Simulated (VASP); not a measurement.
# Ga (I-43d) in VASP: single point with PBE

Aim: the single point of Ga with PBE.

All numbers are computed with VASP 6.6.1; they aren't measurements. Logs are shortened: lines on timing, memory, paths and dates and some standing lists are left out, and cuts for length are marked.

**1. The cell of the first run**

Symmetry: I-43d, No. 220, cubic system. Conventional cell: a = 5.951 Å, b = 5.951 Å, c = 5.951 Å, α = 90.00°, β = 90.00°, γ = 90.00°. Within 3.7 Å of Ga (site symmetry -4) lie 12 Ga at 2.78 to 3.33 Å.

**2. Single point, PBE**

File POSCAR:

```
Ga
1.0
   -2.9755000000      2.9755000000      2.9755000000
    2.9755000000     -2.9755000000      2.9755000000
    2.9755000000      2.9755000000     -2.9755000000
Ga
6
Direct
    0.2500000000      0.6250000000      0.3750000000
    0.3750000000      0.2500000000      0.6250000000
    0.7500000000      0.8750000000      0.1250000000
    0.1250000000      0.7500000000      0.8750000000
    0.6250000000      0.3750000000      0.2500000000
    0.8750000000      0.1250000000      0.7500000000
```

File INCAR.step1:

```
SYSTEM = Ga
PREC = Accurate ; ENCUT = 520
EDIFF = 1E-6 ; ISMEAR = 0
SIGMA = 0.05 ; LREAL = .FALSE.
LASPH = .TRUE. ; NELM = 80
ALGO = Fast ; ISIF = 2
LWAVE = .FALSE. ; LCHARG = .TRUE.
GGA = PE ; NBANDS = 48
```

File KPOINTS.step1:

```
regular mesh
0
G
  8 8 8
  0 0 0
```

File INCAR.step2:

```
SYSTEM = Ga
PREC = Accurate ; ENCUT = 520
EDIFF = 1E-6 ; ISMEAR = -5
SIGMA = 0.05 ; LREAL = .FALSE.
LASPH = .TRUE. ; NELM = 80
ALGO = Fast ; ISIF = 2
LWAVE = .FALSE. ; LCHARG = .FALSE.
GGA = PE ; LORBIT = 10
NBANDS = 48 ; NEDOS = 2001
ICHARG = 11
```

File KPOINTS.step2:

```
regular mesh
0
G
  12 12 12
  0 0 0
```

Potentials or basis: VASP PAW PBE potentials, release 64 (Ga_d).

Command:

```sh
$ cat potpaw_PBE.64/Ga_d/POTCAR > POTCAR
$ cp INCAR.step1 INCAR
$ cp KPOINTS.step1 KPOINTS
$ mpirun -np 1 vasp_std > vasp.out
$ cp INCAR.step2 INCAR
$ cp KPOINTS.step2 KPOINTS
$ mpirun -np 1 vasp_std > vasp.out
```

OUTCAR:

```text
SYSTEM = Ga
   PREC = Accurate
   ENCUT = 520
   EDIFF = 1E-6
   ISMEAR = -5
   LREAL = .FALSE.
   LASPH = .TRUE.
   NELM = 80
   ISIF = 2
   GGA = PE
   LORBIT = 10
   ICHARG = 11

 ion  position               nearest neighbor table
   1  0.250  0.625  0.375-   2 2.78   2 2.78   4 2.78   5 2.78   4 2.78   6 2.78   6 2.78   5 2.78

   2  0.375  0.250  0.625-   5 2.78   1 2.78   5 2.78   6 2.78   1 2.78   6 2.78   3 2.78   3 2.78

   3  0.750  0.875  0.125-   6 2.78   4 2.78   5 2.78   6 2.78   5 2.78   4 2.78   2 2.78   2 2.78

   4  0.125  0.750  0.875-   3 2.78   1 2.78   3 2.78   6 2.78   1 2.78   5 2.78   6 2.78   5 2.78

   5  0.625  0.375  0.250-   1 2.78   2 2.78   3 2.78   2 2.78   3 2.78   4 2.78   1 2.78   4 2.78

   6  0.875  0.125  0.750-   2 2.78   3 2.78   4 2.78   3 2.78   2 2.78   1 2.78   4 2.78   1 2.78

  LATTYP: Found a body centered cubic cell.
 ALAT       =     5.9510000000

  Lattice vectors:

 A1 = (  -2.9755000000,   2.9755000000,   2.9755000000)
 A2 = (   2.9755000000,  -2.9755000000,   2.9755000000)
 A3 = (   2.9755000000,   2.9755000000,  -2.9755000000)

Analysis of symmetry for initial positions (statically):
=====================================================================
 Subroutine PRICEL returns:
 Original cell was already a primitive cell.

 Routine SETGRP: Setting up the symmetry group for a
 body centered cubic supercell.

 Subroutine GETGRP returns: Found 24 space group operations
 (whereof  3 operations were pure point group operations)
 out of a pool of 48 trial point group operations.

The static configuration has the point symmetry C_3 .
 The point group associated with its full space group is T_d .

Analysis of symmetry for dynamics (positions and initial velocities):
=====================================================================
 Subroutine PRICEL returns:
 Original cell was already a primitive cell.

 Routine SETGRP: Setting up the symmetry group for a
 body centered cubic supercell.

 Subroutine GETGRP returns: Found 24 space group operations
 (whereof  3 operations were pure point group operations)
 out of a pool of 48 trial point group operations.

The dynamic configuration has the point symmetry C_3 .
 The point group associated with its full space group is T_d .

 Subroutine INISYM returns: Found 24 space group operations
 (whereof  3 operations are pure point group operations),
 and found     1 'primitive' translations

----------------------------------------------------------------------------------------

                                     Primitive cell

  volume of cell :     105.3756

  direct lattice vectors                    reciprocal lattice vectors
    -2.975500000  2.975500000  2.975500000     0.000000000  0.168038985  0.168038985
     2.975500000 -2.975500000  2.975500000     0.168038985  0.000000000  0.168038985
     2.975500000  2.975500000 -2.975500000     0.168038985  0.168038985  0.000000000

  length of vectors
     5.153717178  5.153717178  5.153717178     0.237643012  0.237643012  0.237643012

  position of ions in fractional coordinates (direct lattice)
     0.250000000  0.625000000  0.375000000
     0.375000000  0.250000000  0.625000000
     0.750000000  0.875000000  0.125000000
     0.125000000  0.750000000  0.875000000
     0.625000000  0.375000000  0.250000000
     0.875000000  0.125000000  0.750000000

  ion indices of the primitive-cell ions
   primitive index   ion index
                 1           1
                 2           2
                 3           3
                 4           4
                 5           5
                 6           6

----------------------------------------------------------------------------------------

 KPOINTS: regular mesh

Automatic generation of k-mesh.
 Grid dimensions read from file:
 generate k-points for:   12   12   12

 Generating k-lattice:

  Cartesian coordinates                     Fractional coordinates (reciprocal lattice)
     0.000000000  0.014003249  0.014003249     0.083333333  0.000000000  0.000000000
     0.014003249  0.000000000  0.014003249     0.000000000  0.083333333  0.000000000
     0.014003249  0.014003249  0.000000000     0.000000000  0.000000000  0.083333333

  Length of vectors
     0.019803584  0.019803584  0.019803584

  Shift w.r.t. Gamma in fractional coordinates (k-lattice)
     0.000000000  0.000000000  0.000000000

 TETIRR: Found   1910 inequivalent tetrahedra from    10368

 Subroutine IBZKPT returns following result:
 ===========================================

 Found     72 irreducible k-points:

 Following reciprocal coordinates:
            Coordinates               Weight
  0.000000  0.000000  0.000000      1.000000
  0.083333  0.000000  0.000000     12.000000
  0.166667  0.000000  0.000000     12.000000
  0.250000  0.000000  0.000000     12.000000
  0.333333  0.000000  0.000000     12.000000
  0.416667  0.000000  0.000000     12.000000
[... 16 lines left out ...]
  0.333333  0.083333  0.083333     24.000000
  0.416667  0.083333  0.083333     12.000000
 [... further k-points ...]
   k-points           NKPTS =     72   k-points in BZ     NKDIM =     72   number of bands    NBANDS=     48
   number of dos      NEDOS =   2001   number of ions     NIONS =      6
   total plane-waves  NPLWV =  64000
   dimension x,y,z NGX =    40 NGY =   40 NGZ =   40
   dimension x,y,z NGXF=    80 NGYF=   80 NGZF=   80
   ions per type =               6
   NGX,Y,Z   is equivalent  to a cutoff of  12.90, 12.90, 12.90 a.u.
   NGXF,Y,Z  is equivalent  to a cutoff of  25.81, 25.81, 25.81 a.u.
 SYSTEM =  Ga
   PREC   = accura    normal or accurate (medium, high low for compatibility)
   ISTART =      0    job   : 0-new  1-cont  2-samecut
   ICHARG =     11    charge: 1-file 2-atom 10-const
   ISPIN  =      1    spin polarized calculation?
   LNONCOLLINEAR =      F non collinear calculations
   LSORBIT =      F    spin-orbit coupling
   LASPH  =      T    aspherical Exc in radial PAW
   ENCUT  =  520.0 eV  38.22 Ry    6.18 a.u.   9.58  9.58  9.58*2*pi/ulx,y,z
   NELM   =     80;   NELMIN=  2; NELMDL=  0     # of ELM steps
   EDIFF  = 0.1E-05   stopping-criterion for ELM
   LREAL  =      F    real-space projection
   EDIFFG = 0.1E-04   stopping-criterion for IOM
   NSW    =      0    number of steps for IOM
   IBRION =     -1    ionic relax: 0-MD 1-quasi-New 2-CG
   NFREE  =      0    steps in history (QN), initial steepest desc. (CG)
   ISIF   =      2    stress and relaxation
   ISYM   =      2    0-nonsym 1-usesym 2-fastsym
   POTIM  = 0.5000    time-step for ionic-motion
   TEBEG  =    0.0;   TEEND  =   0.0 temperature during run
   PSTRESS=    0.0 pullay stress
   NELECT =      78.0000    total number of electrons
   NUPDOWN=      -1.0000    fix difference up-down
   EMIN   =  10.00;   EMAX   =-10.00  energy-range for DOS
   EFERMI =   0.00;   METHOD = LEGACY
   ISMEAR =    -5;   SIGMA  =   0.05  broadening in eV -4-tet -1-fermi 0-gaus
   EFERMI_NEDOS =   21; number of points for ismear=-14 and -15
   IALGO  =     68    algorithm
   IMIX   =      4    mixing-type and parameters
     AMIX     =   0.40;   BMIX     =  1.00
     AMIX_MAG =   1.60;   BMIX_MAG =  1.00
  volume/ion in A,a.u.               =      17.56       118.52
  Fermi-wavevector in a.u.,A,eV,Ry     =   1.480902  2.798500 29.838552  2.193072
  Thomas-Fermi vector in A             =   2.594879
   LORBIT       =     10    0 simple, 1 ext, 2 COOP (PROOUT), +10 PAW based schemes
   GGA     = PE    functional components
   LHFCALC =     F    Hartree Fock is set to
   AEXX    =    0.0000 exact exchange contribution
   IVDW    =     0    specifies the selected vdW correction
   LEPSILON=     F    determine dielectric tensor
   LRPA    =     F    only Hartree local field effects (RPA)
 non-spin polarized calculation
 RMM-DIIS sequential band-by-band and
 Fermi weights with tetrahedron method with Bloechl corrections
  energy-cutoff  :      520.00
  volume of cell :      105.38
 maximum number of plane-waves:      2899
 NGX is ok and might be reduce to    40

 number of electron      77.9999937 magnetization

 Free energy of the ion-electron system (eV)
  ---------------------------------------------------
  ext. energy  EPLUGINS =         0.00000000
  ---------------------------------------------------
  free energy    TOTEN  =       -17.21493820 eV

  energy without entropy =      -17.21493820  energy(sigma->0) =      -17.21493820

 E-fermi :   6.1701     XC(G=0): -11.3626

 val. band max:        6.5487865079   @ k =  -0.4167  -0.4167   0.2500
 cond. band min:       5.8233115048   @ k =   0.5000   0.0000   0.0000
 fundamental gap:     -0.7254750031
 Fermi energy:         6.1700865596

 k-point     1 :       0.0000    0.0000    0.0000
  band No.  band energies     occupation
      1      -8.9260      2.00000
      2      -8.8849      2.00000
      3      -8.8849      2.00000
      4      -8.8488      2.00000
      5      -8.8488      2.00000
      6      -8.8488      2.00000
[... 40 lines left out ...]
     47      12.5121      0.00000
     48      12.5127      0.00000

 k-point     2 :       0.0833    0.0000    0.0000
  band No.  band energies     occupation
      1      -8.9244      2.00000
      2      -8.8950      2.00000
      3      -8.8920      2.00000
      4      -8.8662      2.00000
      5      -8.8606      2.00000
      6      -8.8576      2.00000
[... 1114 lines left out ...]
 k-point    24 :       0.4167    0.0833    0.0833
  band No.  band energies     occupation
      1      -8.9729      2.00000
      2      -8.9729      2.00000
      3      -8.9039      2.00000
      4      -8.9039      2.00000
      5      -8.8813      2.00000
      6      -8.8813      2.00000
[... 40 lines left out ...]
     47      11.6642      0.00000
     48      11.6654      0.00000

 [... further k-points ...]

------------------------ aborting loop because EDIFF is reached ----------------------------------------

  FORCE on cell =-STRESS in cart. coord.  units (eV):
  Direction    XX          YY          ZZ          XY          YZ          ZX
  --------------------------------------------------------------------------------------
  -------------------------------------------------------------------------------------
  Total        2.6784746      2.6784746      2.6784746      0.0000000     -0.0000000      0.0000000
  in kB       40.7247349     40.7247349     40.7247349      0.0000000     -0.0000000      0.0000000
  external PRESSURE =      40.7247349 kB  Pullay stress =       0.0000000 kB

 VOLUME and BASIS-vectors are now :
 -----------------------------------------------------------------------------
  energy-cutoff  :      520.00
  volume of cell :      105.38
      direct lattice vectors                 reciprocal lattice vectors
    -2.975500000  2.975500000  2.975500000     0.000000000  0.168038985  0.168038985
     2.975500000 -2.975500000  2.975500000     0.168038985  0.000000000  0.168038985
     2.975500000  2.975500000 -2.975500000     0.168038985  0.168038985  0.000000000

 POSITION                                       TOTAL-FORCE (eV/Angst)
 -----------------------------------------------------------------------------------
      2.23163     -0.00000      1.48775         0.000000     -0.000000      0.000000
      1.48775      2.23162     -0.00000         0.000000     -0.000000     -0.000000
      0.74388     -0.00000      4.46325        -0.000000      0.000000     -0.000000
      4.46325      0.74388      0.00000        -0.000000     -0.000000      0.000000
     -0.00000      1.48775      2.23162         0.000000      0.000000     -0.000000
      0.00000      4.46325      0.74388         0.000000      0.000000     -0.000000
 -----------------------------------------------------------------------------------
    total drift:                                0.000000      0.000000      0.000000

  FREE ENERGIE OF THE ION-ELECTRON SYSTEM (eV)
  ---------------------------------------------------
  free  energy   TOTEN  =       -17.2149381997 eV

  energy  without entropy=      -17.2149381997  energy(sigma->0) =      -17.21493820

 total charge

# of ion       s       p       d       tot
------------------------------------------
    1        0.998   0.625   9.966  11.588
    2        0.998   0.625   9.966  11.588
    3        0.998   0.625   9.966  11.588
    4        0.998   0.625   9.966  11.588
    5        0.998   0.625   9.966  11.588
    6        0.998   0.625   9.966  11.588
--------------------------------------------------
tot          5.986   3.749  59.795  69.529
```

Wall time 5.5 min (1 thread of Intel Xeon 6975P-C (Granite Rapids), shared host); peak memory 0.38 GiB.

What came out:

```yaml
Valence_electrons_inside_the_program's_atomic_spheres: Ga 11.59
```

Levels at points of the mesh, in eV from the Fermi level:
| k point | band 36 | band 37 | band 38 | band 39 | band 40 | band 41 | band 42 | band 43 |
| --- | --- | --- | --- | --- | --- | --- | --- | --- |
| (0.00, 0.00, 0.00) | -3.00 | -2.42 | -2.42 | -2.42 | -2.03 | -2.03 | -2.03 | -1.91 |
| (0.50, 0.00, 0.00) | -4.73 | -0.94 | -0.94 | -0.35 | -0.35 | 2.98 | 2.98 | 3.37 |
| (0.50, 0.50, 0.50) | -7.20 | 1.44 | 1.44 | 1.65 | 1.65 | 1.65 | 1.65 | 1.65 |

Caveat: tetrahedron occupations give inexact forces and stress in metals.
